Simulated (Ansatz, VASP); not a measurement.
## Two plane-wave programs on PdBr

```xyz
2
Lattice="0.0000 2.1798 2.1798 2.1798 0.0000 2.1798 2.1798 2.1798 0.0000" Properties=species:S:1:pos:R:3 pbc="T T T"
Pd    0.0000    0.0000    0.0000
Br    2.1798    2.1798    2.1798
```

Change from the starting cell: volume scaled by 0.5, PAW files.

Alike in both runs: task single point; functional PBE; k mesh 13 × 13 × 13; occupations fermi-dirac, width 0.1 eV; no spin polarisation.

|  | VASP | Ansatz |
| --- | --- | --- |
| version | VASP 6.6.1 | Ansatz 0.2.0 |
| potentials or method | VASP PAW PBE potentials, release 64 (Pd, Br) | PAW with Ansatz's default frozen-core files, scalar-relativistic |
| plane-wave cutoff (eV) | 520 | 420 |
| valence electrons in the cell | 17 | 25 |

```tsv
	VASP	Ansatz	Ansatz less VASP
pressure (GPa)	294.3	291.2	-3.16
```

Both programs put the cell under a high pressure, so it lies far from rest at this level. VASP's potentials hold 17 valence electrons a cell and Ansatz's 25, so a difference there can come from the potentials and not from the codes.

Noted on VASP's run: the cell as given lies far from equilibrium.
